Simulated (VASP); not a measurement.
# Sn (I4_1/amd) in VASP: single point with r2SCAN

Aim: the single point of Sn with r2SCAN.

Everything below comes from runs of VASP 6.6.1. Logs are shortened: lines on timing, memory, paths and dates and some standing lists are left out, and cuts for length are marked.

### 1 The cell of the first run

Symmetry: I4_1/amd, No. 141, tetragonal system. The conventional cell has a = 5.859 Å, b = 5.859 Å, c = 3.214 Å, α = 90.00°, β = 90.00°, γ = 90.00°. Sn (site symmetry -4m2) has 10 Sn at 3.04 to 3.79 Å within 4.0 Å.

### 2 Single point, r2SCAN

POSCAR

```
Sn
1.0
   -2.9293953978      2.9293953978      1.6072174162
    2.9293953978     -2.9293953978      1.6072174162
    2.9293953978      2.9293953978     -1.6072174162
Sn
2
Direct
    0.7500000000      0.2500000000      0.5000000000
    0.0000000000      0.0000000000      0.0000000000
```

INCAR.step1

```
SYSTEM = Sn
PREC = Accurate
ENCUT = 520
ISMEAR = 0
SIGMA = 0.1
LREAL = .FALSE.
LASPH = .TRUE.
NELM = 100
NBANDS = 21
GGA = PE
ALGO = Normal
EDIFF = 1E-4
LWAVE = .TRUE.
LCHARG = .FALSE.
```

INCAR.step2

```
SYSTEM = Sn
PREC = Accurate
ENCUT = 520
EDIFF = 1E-6
ISMEAR = 0
SIGMA = 0.1
LREAL = .FALSE.
LASPH = .TRUE.
NELM = 100
ALGO = Normal
ISIF = 2
LWAVE = .FALSE.
LCHARG = .FALSE.
METAGGA = R2SCAN
LMIXTAU = .TRUE.
NBANDS = 21
ISTART = 1
```

KPOINTS

```
regular mesh
0
G
  14 14 14
  0 0 0
```

Potentials or basis: VASP PAW PBE potentials, release 64 (Sn_d).

Launch:

```bash
$ cat potpaw_PBE.64/Sn_d/POTCAR > POTCAR
$ cp INCAR.step1 INCAR
$ mpirun -np 1 vasp_std > vasp.out
$ cp INCAR.step2 INCAR
$ mpirun -np 1 vasp_std > vasp.out
```

OUTCAR:

```text
SYSTEM = Sn
   PREC = Accurate
   ENCUT = 520
   EDIFF = 1E-6
   ISMEAR = 0
   LREAL = .FALSE.
   LASPH = .TRUE.
   NELM = 100
   ISIF = 2
   METAGGA = R2SCAN
   ISTART = 1

 ion  position               nearest neighbor table
   1  0.750  0.250  0.500-   2 3.04   2 3.04   2 3.04   2 3.04
   2  0.000  0.000  0.000-   1 3.04   1 3.04   1 3.04   1 3.04

  LATTYP: Found a body centered tetragonal cell.
 ALAT       =     5.8587907956
 C/A-ratio  =     0.5486515809

  Lattice vectors:

 A1 = (  -2.9293953978,   2.9293953978,   1.6072174162)
 A2 = (   2.9293953978,  -2.9293953978,   1.6072174162)
 A3 = (   2.9293953978,   2.9293953978,  -1.6072174162)

Analysis of symmetry for initial positions (statically):
=====================================================================
 Subroutine PRICEL returns:
 Original cell was already a primitive cell.

 Routine SETGRP: Setting up the symmetry group for a
 body centered tetragonal supercell.

 Subroutine GETGRP returns: Found 16 space group operations
 (whereof  8 operations were pure point group operations)
 out of a pool of 16 trial point group operations.

The static configuration has the point symmetry D_2d.
 The point group associated with its full space group is D_4h.

Analysis of symmetry for dynamics (positions and initial velocities):
=====================================================================
 Subroutine PRICEL returns:
 Original cell was already a primitive cell.

 Routine SETGRP: Setting up the symmetry group for a
 body centered tetragonal supercell.

 Subroutine GETGRP returns: Found 16 space group operations
 (whereof  8 operations were pure point group operations)
 out of a pool of 16 trial point group operations.

The dynamic configuration has the point symmetry D_2d.
 The point group associated with its full space group is D_4h.

 Subroutine INISYM returns: Found 16 space group operations
 (whereof  8 operations are pure point group operations),
 and found     1 'primitive' translations

----------------------------------------------------------------------------------------

                                     Primitive cell

  volume of cell :      55.1684

  direct lattice vectors                    reciprocal lattice vectors
    -2.929395398  2.929395398  1.607217416     0.000000000  0.170683685  0.311096679
     2.929395398 -2.929395398  1.607217416     0.170683685  0.000000000  0.311096679
     2.929395398  2.929395398 -1.607217416     0.170683685  0.170683685  0.000000000

  length of vectors
     4.443631692  4.443631692  4.443631692     0.354843717  0.354843717  0.241383182

  position of ions in fractional coordinates (direct lattice)
     0.750000000  0.250000000  0.500000000
     0.000000000  0.000000000  0.000000000

  ion indices of the primitive-cell ions
   primitive index   ion index
                 1           1
                 2           2

----------------------------------------------------------------------------------------

 KPOINTS: regular mesh

Automatic generation of k-mesh.
 Grid dimensions read from file:
 generate k-points for:   14   14   14

 Generating k-lattice:

  Cartesian coordinates                     Fractional coordinates (reciprocal lattice)
     0.000000000  0.012191692  0.022221191     0.071428571  0.000000000  0.000000000
     0.012191692  0.000000000  0.022221191     0.000000000  0.071428571  0.000000000
     0.012191692  0.012191692  0.000000000     0.000000000  0.000000000  0.071428571

  Length of vectors
     0.025345980  0.025345980  0.017241656

  Shift w.r.t. Gamma in fractional coordinates (k-lattice)
     0.000000000  0.000000000  0.000000000

 Subroutine IBZKPT returns following result:
 ===========================================

 Found    244 irreducible k-points:

 Following reciprocal coordinates:
            Coordinates               Weight
  0.000000  0.000000  0.000000      1.000000
  0.071429 -0.000000  0.000000      8.000000
  0.142857 -0.000000  0.000000      8.000000
  0.214286 -0.000000  0.000000      8.000000
  0.285714 -0.000000  0.000000      8.000000
  0.357143 -0.000000  0.000000      8.000000
[... 16 lines left out ...]
  0.214286  0.142857  0.000000     16.000000
  0.285714  0.142857  0.000000     16.000000
 [... further k-points ...]
   k-points           NKPTS =    244   k-points in BZ     NKDIM =    244   number of bands    NBANDS=     21
   number of dos      NEDOS =    301   number of ions     NIONS =      2
   total plane-waves  NPLWV =  46656
   dimension x,y,z NGX =    36 NGY =   36 NGZ =   36
   dimension x,y,z NGXF=    72 NGYF=   72 NGZF=   72
   ions per type =               2
   NGX,Y,Z   is equivalent  to a cutoff of  13.47, 13.47, 13.47 a.u.
   NGXF,Y,Z  is equivalent  to a cutoff of  26.94, 26.94, 26.94 a.u.
 SYSTEM =  Sn
   PREC   = accura    normal or accurate (medium, high low for compatibility)
   ISTART =      1    job   : 0-new  1-cont  2-samecut
   ICHARG =      0    charge: 1-file 2-atom 10-const
   ISPIN  =      1    spin polarized calculation?
   LNONCOLLINEAR =      F non collinear calculations
   LSORBIT =      F    spin-orbit coupling
   LASPH  =      T    aspherical Exc in radial PAW
   ENCUT  =  520.0 eV  38.22 Ry    6.18 a.u.   8.26  8.26  8.26*2*pi/ulx,y,z
   NELM   =    100;   NELMIN=  2; NELMDL=  0     # of ELM steps
   EDIFF  = 0.1E-05   stopping-criterion for ELM
   LREAL  =      F    real-space projection
   EDIFFG = 0.1E-04   stopping-criterion for IOM
   NSW    =      0    number of steps for IOM
   IBRION =     -1    ionic relax: 0-MD 1-quasi-New 2-CG
   NFREE  =      0    steps in history (QN), initial steepest desc. (CG)
   ISIF   =      2    stress and relaxation
   ISYM   =      2    0-nonsym 1-usesym 2-fastsym
   POTIM  = 0.5000    time-step for ionic-motion
   TEBEG  =    0.0;   TEEND  =   0.0 temperature during run
   PSTRESS=    0.0 pullay stress
   NELECT =      28.0000    total number of electrons
   NUPDOWN=      -1.0000    fix difference up-down
   EMIN   =  10.00;   EMAX   =-10.00  energy-range for DOS
   EFERMI =   0.00;   METHOD = LEGACY
   ISMEAR =     0;   SIGMA  =   0.10  broadening in eV -4-tet -1-fermi 0-gaus
   EFERMI_NEDOS =   21; number of points for ismear=-14 and -15
   IALGO  =     38    algorithm
   IMIX   =      4    mixing-type and parameters
     AMIX     =   0.40;   BMIX     =  1.00
     AMIX_MAG =   1.60;   BMIX_MAG =  1.00
  volume/ion in A,a.u.               =      27.58       186.15
  Fermi-wavevector in a.u.,A,eV,Ry     =   1.305862  2.467721 23.201685  1.705276
  Thomas-Fermi vector in A             =   2.436703
   LORBIT       =      0    0 simple, 1 ext, 2 COOP (PROOUT), +10 PAW based schemes
   METAGGA = R2SCAN    functional components
   LHFCALC =     F    Hartree Fock is set to
   AEXX    =    0.0000 exact exchange contribution
   IVDW    =     0    specifies the selected vdW correction
   LEPSILON=     F    determine dielectric tensor
   LRPA    =     F    only Hartree local field effects (RPA)
 non-spin polarized calculation
 Gauss-broadening in eV      SIGMA  =   0.10
  energy-cutoff  :      520.00
  volume of cell :       55.17
 maximum number of plane-waves:      1502
 NGX is ok and might be reduce to    36
   NGX = 17   NGY = 17   NGZ = 17

 number of electron      27.9999992 magnetization

 Free energy of the ion-electron system (eV)
  ---------------------------------------------------
  ext. energy  EPLUGINS =         0.00000000
  ---------------------------------------------------
  free energy    TOTEN  =       -49.24352307 eV

  energy without entropy =      -49.23833595  energy(sigma->0) =      -49.24092951

 E-fermi :   7.6967     XC(G=0): -11.0423

 val. band max:        7.6963957639   @ k =   0.1429   0.1429   0.0000
 cond. band min:       7.7035834428   @ k =   0.1429   0.1429   0.1429
 fundamental gap:      0.0071876789
 Fermi energy:         7.6967399120

 k-point     1 :       0.0000    0.0000    0.0000
  band No.  band energies     occupation
      1     -14.6259      2.00000
      2     -14.5284      2.00000
      3     -14.4891      2.00000
      4     -14.4732      2.00000
      5     -14.3238      2.00000
      6     -14.3238      2.00000
[... 13 lines left out ...]
     20      18.0279      0.00000
     21      18.6298      0.00000

 k-point     2 :       0.0714   -0.0000    0.0000
  band No.  band energies     occupation
      1     -14.6227      2.00000
      2     -14.5184      2.00000
      3     -14.4853      2.00000
      4     -14.4613      2.00000
      5     -14.3315      2.00000
      6     -14.3304      2.00000
[... 13 lines left out ...]
     20      17.7359      0.00000
     21      17.9509      0.00000

 k-point     3 :       0.1429   -0.0000    0.0000
  band No.  band energies     occupation
      1     -14.6128      2.00000
      2     -14.4915      2.00000
      3     -14.4746      2.00000
      4     -14.4317      2.00000
      5     -14.3485      2.00000
      6     -14.3387      2.00000
[... 13 lines left out ...]
     20      16.5996      0.00000
     21      16.8694      0.00000

 k-point     4 :       0.2143   -0.0000    0.0000
  band No.  band energies     occupation
      1     -14.5976      2.00000
      2     -14.4593      2.00000
      3     -14.4586      2.00000
      4     -14.4064      2.00000
      5     -14.3693      2.00000
      6     -14.3336      2.00000
[... 13 lines left out ...]
     20      15.6940      0.00000
     21      16.7046      0.00000

 k-point     5 :       0.2857   -0.0000    0.0000
  band No.  band energies     occupation
      1     -14.5805      2.00000
      2     -14.4445      2.00000
      3     -14.4367      2.00000
      4     -14.4094      2.00000
      5     -14.3870      2.00000
      6     -14.3456      2.00000
[... 13 lines left out ...]
     20      15.0616      0.00000
     21      17.2079      0.00000
[... 382 lines left out ...]
     20      18.2950      0.00000
     21      18.5020      0.00000

 k-point    22 :       0.1429    0.1429    0.0000
  band No.  band energies     occupation
      1     -14.5916      2.00000
      2     -14.4510      2.00000
      3     -14.4352      2.00000
      4     -14.3874      2.00000
      5     -14.3712      2.00000
      6     -14.3603      2.00000
[... 13 lines left out ...]
     20      15.5050      0.00000
     21      15.9542      0.00000

 k-point    23 :       0.2143    0.1429    0.0000
  band No.  band energies     occupation
      1     -14.5784      2.00000
      2     -14.4431      2.00000
      3     -14.4351      2.00000
      4     -14.3935      2.00000
      5     -14.3850      2.00000
      6     -14.3708      2.00000
[... 13 lines left out ...]
     20      15.3098      0.00000
     21      16.3863      0.00000

 k-point    24 :       0.2857    0.1429    0.0000
  band No.  band energies     occupation
      1     -14.5669      2.00000
      2     -14.4544      2.00000
      3     -14.4239      2.00000
      4     -14.4161      2.00000
      5     -14.3816      2.00000
      6     -14.3753      2.00000
[... 13 lines left out ...]
     20      15.8438      0.00000
     21      17.2371      0.00000

 [... further k-points ...]

------------------------ aborting loop because EDIFF is reached ----------------------------------------

  FORCE on cell =-STRESS in cart. coord.  units (eV):
  Direction    XX          YY          ZZ          XY          YZ          ZX
  --------------------------------------------------------------------------------------
  -------------------------------------------------------------------------------------
  Total       -0.0091110     -0.0091110     -0.0084293      0.0000000      0.0000000      0.0000000
  in kB       -0.2645963     -0.2645963     -0.2448010      0.0000000      0.0000000      0.0000000
  external PRESSURE =      -0.2579978 kB  Pullay stress =       0.0000000 kB

 VOLUME and BASIS-vectors are now :
 -----------------------------------------------------------------------------
  energy-cutoff  :      520.00
  volume of cell :       55.17
      direct lattice vectors                 reciprocal lattice vectors
    -2.929395398  2.929395398  1.607217416     0.000000000  0.170683685  0.311096679
     2.929395398 -2.929395398  1.607217416     0.170683685  0.000000000  0.311096679
     2.929395398  2.929395398 -1.607217416     0.170683685  0.170683685  0.000000000

 POSITION                                       TOTAL-FORCE (eV/Angst)
 -----------------------------------------------------------------------------------
      0.00000      2.92940      0.80361        -0.000000      0.000000     -0.000000
      0.00000      0.00000      0.00000         0.000000     -0.000000      0.000000
 -----------------------------------------------------------------------------------
    total drift:                               -0.000000      0.000000     -0.000000

  FREE ENERGIE OF THE ION-ELECTRON SYSTEM (eV)
  ---------------------------------------------------
  free  energy   TOTEN  =       -49.2435230682 eV

  energy  without entropy=      -49.2383359463  energy(sigma->0) =      -49.24092951
```

It took 13 min on 1 thread of Intel Xeon Platinum 8488C (Sapphire Rapids), shared host; peak memory 0.37 GiB.

What came out:

* Free energy: -49.2435 eV
* Pressure: 0.0 GPa
* Band gap on the k mesh: zero (bands 14 and 15 overlap by 4.18 eV)

Levels at points of the mesh, in eV from the Fermi level:
| k point | band 11 | band 12 | band 13 | band 14 | band 15 | band 16 | band 17 | band 18 |
| --- | --- | --- | --- | --- | --- | --- | --- | --- |
| (0.00, 0.00, 0.00) | -11.52 | -3.61 | -2.07 | -2.07 | 3.42 | 6.55 | 6.55 | 7.02 |
| (0.50, 0.00, 0.00) | -7.20 | -5.58 | -2.31 | -1.79 | -1.26 | 2.54 | 3.01 | 4.93 |
| (0.50, 0.50, 0.00) | -9.18 | -9.18 | 0.61 | 0.61 | 1.85 | 1.85 | 6.25 | 6.25 |
| (0.50, 0.50, 0.50) | -7.78 | -7.78 | -4.92 | -4.92 | 5.17 | 5.17 | 9.90 | 9.90 |

Caveat: the PAW data sets were made with another functional, which shifts forces and pressure a little; spin-orbit coupling is left out, which moves the levels of the heavy elements.
